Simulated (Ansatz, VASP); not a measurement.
## B4WC in VASP and in Ansatz

File INCAR:

```
SYSTEM = B4WC
PREC = Accurate
ENCUT = 520
EDIFF = 1E-6
ISMEAR = 0
SIGMA = 0.1
LREAL = .False.
LASPH = .True.
NELM = 80
ALGO = Normal
ISIF = 2
LWAVE = .False.
LCHARG = .True.
GGA = PE
LELF = .True.
LVHAR = .True.
NBANDS = 24
```

The input KPOINTS:

```
regular mesh
0
Gamma
  6 6 6
  0 0 0
```

POSCAR

```
B4WC
1.0
    0.0000000000      2.8588359836      2.8588359836
    2.8588359836      0.0000000000      2.8588359836
    2.8588359836      2.8588359836      0.0000000000
B W C
4 1 1
Direct
    0.3750000000      0.8750000000      0.3750000000
    0.3750000000      0.3750000000      0.8750000000
    0.3750000000      0.3750000000      0.3750000000
    0.8750000000      0.3750000000      0.3750000000
    0.0000000000      0.0000000000      0.0000000000
    0.7500000000      0.7500000000      0.7500000000
```

Input for Ansatz:

```yaml
crystal:
  lattice:
    - [0.0, 2.8588359836, 2.8588359836]
    - [2.8588359836, 0.0, 2.8588359836]
    - [2.8588359836, 2.8588359836, 0.0]
  atoms:
    - { symbol: B, position: [0.375, 0.875, 0.375] }
    - { symbol: B, position: [0.375, 0.375, 0.875] }
    - { symbol: B, position: [0.375, 0.375, 0.375] }
    - { symbol: B, position: [0.875, 0.375, 0.375] }
    - { symbol: W, position: [0.0, 0.0, 0.0] }
    - { symbol: C, position: [0.75, 0.75, 0.75] }
basis:
  ecutwfc: 420
kpoints:
  mp_grid: { grid: [6, 6, 6] }
hamiltonian:
  xc: pbe
scf:
  occupations: { method: gaussian, width: 0.1 }
  lower_state_search: "off"
output:
  forces: true
  stress: true
  eigenvalues: true
```

Alike in both runs: task single point; functional PBE; k mesh 6 × 6 × 6; occupations gaussian, width 0.1 eV; no spin polarisation.

|  | VASP | Ansatz |
| --- | --- | --- |
| version | VASP 6.6.1 | Ansatz 0.2.0 |
| potentials or method | VASP PAW PBE potentials, release 64 (B, W_sv, C), cutoff 520 eV | scalar-relativistic, plane waves, PAW |
| valence electrons in the cell | 30 | 30 |

Ansatz gave:

```
gap on the k mesh at the Fermi level (eV) : none
pressure (GPa)                            : -4.8
```

Problem. What did VASP give for the same quantities?

Solution. gap on the k mesh at the Fermi level (eV): none; pressure (GPa): -4.5.

A gap of «none» marks a metal or a gap that the smearing closes. The functional is the same, so the differences come from potentials, cutoffs and numerics.

Spin-orbit coupling is off throughout.
